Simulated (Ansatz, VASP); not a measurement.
# K2Ir in VASP and in Ansatz

The input INCAR:

```
ALGO = Normal
EDIFF = 1E-7
ENCUT = 520
GGA = PS
GGA_COMPAT = F
ISIF = 2
ISMEAR = -1
LASPH = T
LCHARG = F
LMAXMIX = 4
LNONCOLLINEAR = T
LORBIT = 11
LORBMOM = T
LREAL = F
LSORBIT = T
LWAVE = F
MAGMOM = 0 0 0 0 0 0 0 0 0
NBANDS = 40
NELM = 150
PREC = Accurate
SIGMA = 0.05
```

The input KPOINTS:

```
k-points
0
Gamma
  8 8 8
```

File POSCAR:

```
K2Ir
1.0
    0.0000000000      3.7916110522      3.7916110522
    3.7916110522      0.0000000000      3.7916110522
    3.7916110522      3.7916110522      0.0000000000
Ir K
1 2
Direct
    0.0000000000      0.0000000000      0.0000000000
    0.2500000000      0.2500000000      0.2500000000
    0.7500000000      0.7500000000      0.7500000000
```

Input for Ansatz:

```yaml
crystal:
  lattice:
    - [0.0, 3.7916110522, 3.7916110522]
    - [3.7916110522, 0.0, 3.7916110522]
    - [3.7916110522, 3.7916110522, 0.0]
  atoms:
    - { symbol: Ir, position: [0.0, 0.0, 0.0] }
    - { symbol: K, position: [0.25, 0.25, 0.25] }
    - { symbol: K, position: [0.75, 0.75, 0.75] }
kpoints:
  mp_grid: { grid: [8, 8, 8] }
  band_path:
    path:
      - [0.0, 0.0, 0.0]
      - [0.5, 0.0, 0.5]
      - [0.625, 0.25, 0.625]
      - [0.375, 0.375, 0.75]
      - [0.0, 0.0, 0.0]
      - [0.5, 0.5, 0.5]
      - [0.5, 0.25, 0.75]
      - [0.5, 0.0, 0.5]
    npoints: 8
scf:
  occupations: { method: fermi_dirac, width: 0.05 }
hamiltonian:
  xc: pbesol
  pseudopotentials: { kind: all_electron, lapw: { basis_error: 0.0005 } }
output:
  forces: true
  stress: true
  eigenvalues: true
magnetization:
  noncollinear: true
  spin_orbit: true
```

Alike in both runs: task single point; functional PBEsol; k mesh 8 × 8 × 8; occupations fermi-dirac, width 0.05 eV; non-collinear spin, spin-orbit coupling.

|  | VASP | Ansatz |
| --- | --- | --- |
| version | VASP 6.6.1 | Ansatz 0.2.0 |
| potentials or method | VASP PAW PBE potentials, release 64 (Ir, K_sv), cutoff 520 eV | all-electron LAPW |

```tsv
	VASP	Ansatz	Ansatz less VASP
pressure (GPa)	0.1	0.1	-0.04
net moment per atom (μB)	0.00	0.00	0.000
```

VASP's potentials were made for PBE, not for PBEsol. Ansatz ran all-electron here, and VASP with PAW potentials.
